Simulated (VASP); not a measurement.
# Co in VASP: further runs

Co is run at these levels: PBEsol; tasks: single point.

Everything below comes from runs of VASP 6.6.1. Logs are shortened: lines on timing, memory, paths and dates and some standing lists are left out, and cuts for length are marked.

## Step 1: The cell of the first run

The cell holds a slab with vacuum, 5 atoms: a = 2.456 Å, b = 2.456 Å, c = 22.939 Å, α = 90.00°, β = 90.00°, γ = 120.00°.

## Step 2: Single point, PBEsol, collinear spin, ferromagnetic start

INCAR reads:

```
SYSTEM = Co
PREC = Accurate
ENCUT = 520
EDIFF = 1E-6
ISMEAR = 0
SIGMA = 0.1
LREAL = .False.
LASPH = .True.
NELM = 150
ALGO = Normal
ISIF = 2
LWAVE = .False.
LCHARG = .False.
ISPIN = 2
MAGMOM = 1.8 1.8 1.8 1.8 1.8
LORBIT = 11
LMAXMIX = 4
LDIPOL = .True.
IDIPOL = 3
DIPOL = 0.5 0.5 0.500
GGA = PS
NBANDS = 34
```

KPOINTS reads:

```
regular mesh
0
Gamma
  15 15 1
  0 0 0
```

POSCAR reads:

```
Co
1.0
    2.4564222521      0.0000000000      0.0000000000
   -1.2282111260      2.1273240727      0.0000000000
    0.0000000000      0.0000000000     22.9388271283
Co
5
Direct
    0.3333333333      0.6666666667      0.3269565596
    0.6666666667      0.3333333333      0.4134782798
    0.3333333333      0.6666666667      0.5000000000
    0.6666666667      0.3333333333      0.5865217202
    0.3333333333      0.6666666667      0.6730434404
```

Potentials or basis: VASP PAW PBE potentials, release 64 (Co).

The run is started by

```sh
cat potpaw_PBE.64/Co/POTCAR > POTCAR
mpirun -np 1 vasp_std > vasp.out
```

OUTCAR:

```text
SYSTEM = Co
   PREC = Accurate
   ENCUT = 520
   EDIFF = 1E-6
   ISMEAR = 0
   LREAL = .False.
   LASPH = .True.
   NELM = 150
   ISIF = 2
   ISPIN = 2
   LORBIT = 11
   GGA = PS

 ion  position               nearest neighbor table
   1  0.333  0.667  0.327-   2 2.44   2 2.44   2 2.44
   2  0.667  0.333  0.413-   3 2.44   1 2.44   3 2.44   1 2.44   3 2.44   1 2.44
   3  0.333  0.667  0.500-   2 2.44   4 2.44   2 2.44   4 2.44   2 2.44   4 2.44
   4  0.667  0.333  0.587-   3 2.44   5 2.44   3 2.44   5 2.44   3 2.44   5 2.44
   5  0.333  0.667  0.673-   4 2.44   4 2.44   4 2.44

  LATTYP: Found a hexagonal cell.
 ALAT       =     2.4564222521
 C/A-ratio  =     9.3383078209

  Lattice vectors:

 A1 = (   2.4564222521,   0.0000000000,   0.0000000000)
 A2 = (  -1.2282111260,   2.1273240727,   0.0000000000)
 A3 = (   0.0000000000,   0.0000000000,  22.9388271283)

Analysis of symmetry for initial positions (statically):
=====================================================================
 Subroutine PRICEL returns:
 Original cell was already a primitive cell.

 Routine SETGRP: Setting up the symmetry group for a
 hexagonal supercell.

 Subroutine GETGRP returns: Found 12 space group operations
 (whereof 12 operations were pure point group operations)
 out of a pool of 24 trial point group operations.

The static configuration has the point symmetry D_3h.

Analysis of symmetry for dynamics (positions and initial velocities):
=====================================================================
 Subroutine PRICEL returns:
 Original cell was already a primitive cell.

 Routine SETGRP: Setting up the symmetry group for a
 hexagonal supercell.

 Subroutine GETGRP returns: Found 12 space group operations
 (whereof 12 operations were pure point group operations)
 out of a pool of 24 trial point group operations.

The dynamic configuration has the point symmetry D_3h.

Analysis of structural, dynamic, and magnetic symmetry:
=====================================================================
 Subroutine PRICEL returns:
 Original cell was already a primitive cell.

 Routine SETGRP: Setting up the symmetry group for a
 hexagonal supercell.

 Subroutine GETGRP returns: Found 12 space group operations
 (whereof 12 operations were pure point group operations)
 out of a pool of 24 trial point group operations.

The overall configuration has the point symmetry D_3h.

 Subroutine INISYM returns: Found 12 space group operations
 (whereof 12 operations are pure point group operations),
 and found     1 'primitive' translations

----------------------------------------------------------------------------------------

                                     Primitive cell

  volume of cell :     119.8693

  direct lattice vectors                    reciprocal lattice vectors
     2.456422252  0.000000000  0.000000000     0.407096133  0.235037062  0.000000000
    -1.228211126  2.127324073  0.000000000     0.000000000  0.470074124  0.000000000
     0.000000000  0.000000000 22.938827128     0.000000000  0.000000000  0.043594208

  length of vectors
     2.456422252  2.456422252 22.938827128     0.470074124  0.470074124  0.043594208

  position of ions in fractional coordinates (direct lattice)
     0.333333333  0.666666667  0.326956560
     0.666666667  0.333333333  0.413478280
     0.333333333  0.666666667  0.500000000
     0.666666667  0.333333333  0.586521720
     0.333333333  0.666666667  0.673043440

  ion indices of the primitive-cell ions
   primitive index   ion index
                 1           1
                 2           2
                 3           3
                 4           4
                 5           5

----------------------------------------------------------------------------------------

 KPOINTS: regular mesh

Automatic generation of k-mesh.
 Grid dimensions read from file:
 generate k-points for:   15   15    1

 Generating k-lattice:

  Cartesian coordinates                     Fractional coordinates (reciprocal lattice)
     0.027139742  0.015669137  0.000000000     0.066666667 -0.000000000  0.000000000
     0.000000000  0.031338275  0.000000000     0.000000000  0.066666667  0.000000000
[... 42 lines left out ...]
   total plane-waves  NPLWV =  58320
   dimension x,y,z NGX =    18 NGY =   18 NGZ =  180
   dimension x,y,z NGXF=    36 NGYF=   36 NGZF=  360
   ions per type =               5
   NGX,Y,Z   is equivalent  to a cutoff of  12.18, 12.18, 13.05 a.u.
   NGXF,Y,Z  is equivalent  to a cutoff of  24.36, 24.36, 26.09 a.u.
 SYSTEM =  Co
   PREC   = accura    normal or accurate (medium, high low for compatibility)
   ISTART =      0    job   : 0-new  1-cont  2-samecut
   ICHARG =      2    charge: 1-file 2-atom 10-const
   ISPIN  =      2    spin polarized calculation?
   LNONCOLLINEAR =      F non collinear calculations
   LSORBIT =      F    spin-orbit coupling
   LASPH  =      T    aspherical Exc in radial PAW
   ENCUT  =  520.0 eV  38.22 Ry    6.18 a.u.   4.57  4.57 42.65*2*pi/ulx,y,z
   NELM   =    150;   NELMIN=  2; NELMDL= -5     # of ELM steps
   EDIFF  = 0.1E-05   stopping-criterion for ELM
   LREAL  =      F    real-space projection
   EDIFFG = 0.1E-04   stopping-criterion for IOM
   NSW    =      0    number of steps for IOM
   IBRION =     -1    ionic relax: 0-MD 1-quasi-New 2-CG
   NFREE  =      0    steps in history (QN), initial steepest desc. (CG)
   ISIF   =      2    stress and relaxation
   ISYM   =      2    0-nonsym 1-usesym 2-fastsym
   POTIM  = 0.5000    time-step for ionic-motion
   TEBEG  =    0.0;   TEEND  =   0.0 temperature during run
   PSTRESS=    0.0 pullay stress
   NELECT =      45.0000    total number of electrons
   NUPDOWN=      -1.0000    fix difference up-down
   EMIN   =  10.00;   EMAX   =-10.00  energy-range for DOS
   EFERMI =   0.00;   METHOD = LEGACY
   ISMEAR =     0;   SIGMA  =   0.10  broadening in eV -4-tet -1-fermi 0-gaus
   EFERMI_NEDOS =   21; number of points for ismear=-14 and -15
   IALGO  =     38    algorithm
   IMIX   =      4    mixing-type and parameters
     AMIX     =   0.40;   BMIX     =  1.00
     AMIX_MAG =   1.60;   BMIX_MAG =  1.00
  volume/ion in A,a.u.               =      23.97       161.78
  Fermi-wavevector in a.u.,A,eV,Ry     =   1.180981  2.231731 18.976276  1.394717
  Thomas-Fermi vector in A             =   2.317263
   LORBIT       =     11    0 simple, 1 ext, 2 COOP (PROOUT), +10 PAW based schemes
   GGA     = PS    functional components
   LHFCALC =     F    Hartree Fock is set to
   AEXX    =    0.0000 exact exchange contribution
   IVDW    =     0    specifies the selected vdW correction
   LEPSILON=     F    determine dielectric tensor
   LRPA    =     F    only Hartree local field effects (RPA)
 spin polarized calculation
 Gauss-broadening in eV      SIGMA  =   0.10
  energy-cutoff  :      520.00
  volume of cell :      119.87
 maximum number of plane-waves:      3276
   NGX =  9   NGY =  9   NGZ = 85

 dipolmoment           0.000000      0.000000      0.000000 electrons x Angstroem

 number of electron      44.9999972 magnetization       8.3423051

 dipolmoment           0.000000      0.000000     -0.000000 electrons x Angstroem

 Free energy of the ion-electron system (eV)
  ---------------------------------------------------
  ext. energy  EPLUGINS =         0.00000000
  ---------------------------------------------------
  free energy    TOTEN  =       -37.02201993 eV

  energy without entropy =      -36.99539267  energy(sigma->0) =      -37.00870630

 E-fermi :   1.8287     XC(G=0):  -6.8472

 val. band max:        1.8212703098   @ k =   0.1333   0.1333   0.0000
 cond. band min:       1.8325108849   @ k =   0.2000   0.2000   0.0000
 fundamental gap:      0.0112405751
 Fermi energy:         1.8287109815

 spin component 1

 k-point     1 :       0.0000    0.0000    0.0000
  band No.  band energies     occupation
      1      -7.1113      1.00000
      2      -6.1557      1.00000
      3      -4.8211      1.00000
      4      -3.8147      1.00000
      5      -3.5655      1.00000
      6      -1.1211      1.00000
[... 877 lines left out ...]
     33      10.3714      0.00000
     34      10.9636      0.00000

 [... further k-points ...]

 spin component 2

 k-point     1 :       0.0000    0.0000    0.0000
  band No.  band energies     occupation
      1      -7.0241      1.00000
      2      -6.0482      1.00000
      3      -4.6241      1.00000
      4      -3.2750      1.00000
      5      -2.6835      1.00000
      6       0.3334      1.00000
[... 877 lines left out ...]
     33      11.1175      0.00000
     34      11.5596      0.00000

 [... further k-points ...]

------------------------ aborting loop because EDIFF is reached ----------------------------------------

 vacuum level on the upper side and lower side of the slab       (xc-potential included)        -0.003        -0.003

  FORCE on cell =-STRESS in cart. coord.  units (eV):
  Direction    XX          YY          ZZ          XY          YZ          ZX
  --------------------------------------------------------------------------------------
  -------------------------------------------------------------------------------------
  Total       -2.0597524     -2.0597524     -1.2382909     -0.0000000      0.0000000      0.0000000
  in kB      -27.5307291    -27.5307291    -16.5510439     -0.0000000      0.0000000      0.0000000
  external PRESSURE =     -23.8708340 kB  Pullay stress =       0.0000000 kB

 VOLUME and BASIS-vectors are now :
 -----------------------------------------------------------------------------
  energy-cutoff  :      520.00
  volume of cell :      119.87
      direct lattice vectors                 reciprocal lattice vectors
     2.456422252  0.000000000  0.000000000     0.407096133  0.235037062  0.000000000
    -1.228211126  2.127324073  0.000000000     0.000000000  0.470074124  0.000000000
     0.000000000  0.000000000 22.938827128     0.000000000  0.000000000  0.043594208

 POSITION                                       TOTAL-FORCE (eV/Angst)
 -----------------------------------------------------------------------------------
     -0.00000      1.41822      7.50000        -0.000000      0.000000      0.353612
      1.22821      0.70911      9.48471        -0.000000     -0.000000     -0.395804
     -0.00000      1.41822     11.46941         0.000000     -0.000000      0.000000
      1.22821      0.70911     13.45412        -0.000000     -0.000000      0.395804
     -0.00000      1.41822     15.43883         0.000000      0.000000     -0.353612
 -----------------------------------------------------------------------------------
    total drift:                                0.000000     -0.000000     -0.000000

  FREE ENERGIE OF THE ION-ELECTRON SYSTEM (eV)
  ---------------------------------------------------
  free  energy   TOTEN  =       -37.0220199264 eV

  energy  without entropy=      -36.9953926718  energy(sigma->0) =      -37.00870630

 vacuum level on the upper side and lower side of the slab         6.966         6.966

 total charge

# of ion       s       p       d       tot
------------------------------------------
    1        0.497   0.431   7.245   8.174
    2        0.506   0.563   7.288   8.357
    3        0.509   0.564   7.293   8.366
    4        0.506   0.563   7.288   8.357
    5        0.497   0.431   7.245   8.174
--------------------------------------------------
tot          2.515   2.552  36.360  41.428

 magnetization (x)

# of ion       s       p       d       tot
------------------------------------------
    1       -0.008  -0.032   1.777   1.737
    2       -0.015  -0.049   1.711   1.648
    3       -0.013  -0.048   1.655   1.594
    4       -0.015  -0.049   1.711   1.648
    5       -0.008  -0.032   1.777   1.737
--------------------------------------------------
tot         -0.058  -0.210   8.631   8.363
```

It took 9.9 min on 1 thread of Oxide Virtual Turin-like, shared host; peak memory 0.33 GiB.

Results:

```yaml
Free_energy: -37.0220 eV
Largest_force: 0.396 eV/Å
Net_moment: 8.34 μB per cell
Site_moments: Co +1.74, +1.65, +1.59 (each value once) μB
Valence_electrons_inside_the_program's_atomic_spheres: Co 8.17, 8.36, 8.37 (each value once)
```

Forces in eV/Å, atoms in the order of the input:
```
Co   0.000  0.000  0.354
Co   0.000  0.000 -0.396
Co   0.000  0.000  0.000
Co   0.000  0.000  0.396
Co   0.000  0.000 -0.354
```

Caveat: the PAW data sets were made with another functional, which shifts forces and pressure a little.

## Step 3: Single point, PBEsol, collinear spin, ferromagnetic start

INCAR reads:

```
PREC = Accurate
ENCUT = 520
EDIFF = 1E-6
ISMEAR = 0
SIGMA = 0.1
LREAL = F
LASPH = T
NELM = 150
ALGO = Normal
ISIF = 2
LWAVE = F
LCHARG = F
ISPIN = 2
MAGMOM = 1.8 1.8 1.8 1.8 1.8
LORBIT = 11
LMAXMIX = 4
LDIPOL = T
IDIPOL = 3
DIPOL = 0.5 0.5 0.500
GGA = PS
NBANDS = 34
```

KPOINTS reads:

```
regular mesh
0
Gamma
  15 15 1
```

POSCAR reads:

```
Co
1.0
    2.4564222521      0.0000000000      0.0000000000
   -1.2282111260      2.1273240727      0.0000000000
    0.0000000000      0.0000000000     22.9388271283
Co
5
Direct
    0.3333333333      0.6666666667      0.3284520677
    0.6666666667      0.3333333333      0.4127318138
    0.3333333333      0.6666666667      0.4999998743
    0.6666666667      0.3333333333      0.5872681379
    0.3333333333      0.6666666667      0.6715481062
```

Potentials or basis: VASP PAW PBE potentials, release 64 (Co).

The run is started by

```sh
cat potpaw_PBE.64/Co/POTCAR > POTCAR
mpirun -np 1 vasp_std > vasp.out
```

It took 6.7 min on 1 thread of Oxide Virtual Turin-like, shared host; peak memory 0.32 GiB.

The run converged. Its results:

| Property | Result |
| --- | --- |
| Free energy | -37.0433 eV |
| Largest force | 0.044 eV/Å |
| Net moment | 8.31 μB per cell |
| Site moments | Co +1.72, +1.64, +1.60 (each value once) μB |
| Valence electrons inside the program's atomic spheres | Co 8.21, 8.38, 8.35 (each value once) |

Forces in eV/Å, atoms in the order of the input:
```
Co   0.000  0.000  0.044
Co   0.000  0.000 -0.008
Co   0.000  0.000  0.000
Co   0.000  0.000  0.008
Co   0.000  0.000 -0.044
```

Levels at points of the mesh, in eV from the Fermi level:
Spin up:
| k point | band 24 | band 25 | band 26 | band 27 | band 28 | band 29 | band 30 | band 31 |
| --- | --- | --- | --- | --- | --- | --- | --- | --- |
| (0.00, 0.00, 0.00) | -1.06 | -1.06 | -0.84 | -0.84 | -0.78 | -0.78 | -0.58 | 0.13 |
Spin down:
| k point | band 15 | band 16 | band 17 | band 18 | band 19 | band 20 | band 21 | band 22 |
| --- | --- | --- | --- | --- | --- | --- | --- | --- |
| (0.00, 0.00, 0.00) | -0.95 | -0.80 | -0.80 | -0.67 | -0.67 | -0.19 | 0.02 | 0.02 |

Caveat: the PAW data sets were made with another functional, which shifts forces and pressure a little.
